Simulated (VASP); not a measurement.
## NaS6: single point with PBE

The system is NaS6.

```xyz
7
Lattice="0.0000 4.4885 4.4885 4.4885 0.0000 4.4885 4.4885 4.4885 0.0000" Properties=species:S:1:pos:R:3 pbc="T T T"
Na    4.4885    4.4885    4.4885
S     0.0000    2.2443    2.2443
S     4.4885    2.2443    2.2443
S     2.2443    0.0000    2.2443
S     2.2443    4.4885    2.2443
S     2.2443    2.2443    0.0000
S     2.2443    2.2443    4.4885
```

```
Program                : VASP 6.6.1
Task                   : single point
Functional             : PBE
Potentials or basis    : VASP PAW PBE potentials, release 64 (Na_pv, S)
Cutoff                 : 520 eV
k mesh                 : 4 × 4 × 4
Occupations            : gaussian, width 0.1 eV
Spin                   : no spin polarisation
Dipole correction      : no
Further INCAR settings : ALGO = Normal; EDIFF = 1e-07; NBANDS = 30
```

| Quantity | Value |
| --- | --- |
| Pressure | -9.9 GPa |

Levels at points of the mesh, in eV from the Fermi level:
| k point | band 19 | band 20 | band 21 | band 22 | band 23 | band 24 |
| --- | --- | --- | --- | --- | --- | --- |
| (0.00, 0.00, 0.00) | -0.42 | 0.93 | 0.93 | 0.93 | 0.97 | 0.97 |
| (0.50, 0.00, 0.00) | -1.16 | -1.00 | -1.00 | 0.17 | 0.35 | 0.89 |
| (0.50, 0.50, 0.00) | -1.24 | -1.24 | -1.20 | -1.20 | -1.04 | 0.52 |

It took 48 s on 1 thread of AMD EPYC 7R43 64-Core Processor (Zen 3), with other jobs on the host, peak memory 0.29 GiB.
